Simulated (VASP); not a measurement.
Write the native input for VASP 6.6.1 that does the following.

```yaml
Task: single point
Functional: PBE
Potentials_or_basis: VASP PAW PBE potentials, release 64 (Ti_sv, Nb_sv, C)
Cutoff: 520 eV
k_mesh: 6 × 6 × 6
Occupations: gaussian, width 0.1 eV
Spin: collinear spin, ferromagnetic start
Starting_moments: "[1.0, 1.0, 1.0, 0.0, 0.0, 0.0] μB"
Dipole_correction: no
Further_INCAR_settings: ALGO = Normal; EDIFF = 1e-06; NBANDS = 38
```

The structure of Ti2NbC3 lies in POSCAR:

```
Ti2NbC3
1.0
   -2.1342998657      2.1342998657      4.2282326957
    2.1342998657     -2.1342998657      4.2282326957
    2.1342998657      2.1342998657     -4.2282326957
Ti Nb C
2 1 3
Direct
    0.2500000000      0.7500000000      0.5000000000
    0.7500000000      0.2500000000      0.5000000000
    0.0000000000      0.0000000000      0.0000000000
    0.5000000000      0.0000000000      0.5000000000
    0.0000000000      0.5000000000      0.5000000000
    0.5000000000      0.5000000000      0.0000000000
```

These files were run (other wordings do the same):

INCAR

```
SYSTEM = Ti2NbC3
ALGO = Normal
EDIFF = 1E-6
ENCUT = 520
GGA = PE
ISIF = 2
ISMEAR = 0
ISPIN = 2
LASPH = .True.
LCHARG = .False.
LMAXMIX = 4
LORBIT = 11
LREAL = .False.
LWAVE = .False.
MAGMOM = 1 1 1 0 0 0
NBANDS = 38
NELM = 150
PREC = Accurate
SIGMA = 0.1
```

KPOINTS

```
k-points
0
Gamma
  6 6 6
  0 0 0
```

Potentials or basis: VASP PAW PBE potentials, release 64 (Ti_sv, Nb_sv, C).

Launch:

```bash
$ cat potpaw_PBE.64/Ti_sv/POTCAR potpaw_PBE.64/Nb_sv/POTCAR potpaw_PBE.64/C/POTCAR > POTCAR
$ mpirun -np 1 vasp_std > vasp.out
```

It gave:

- Pressure: -0.1 GPa
- Net moment: 0.00 μB per cell
- Valence electrons inside the program's atomic spheres: Ti 10.24; Nb 10.73; C 2.36, 2.03

It took 2.5 min on 1 thread of AMD EPYC 9R45 96-Core Processor (Zen 5), with other jobs on the host, peak memory 0.33 GiB.
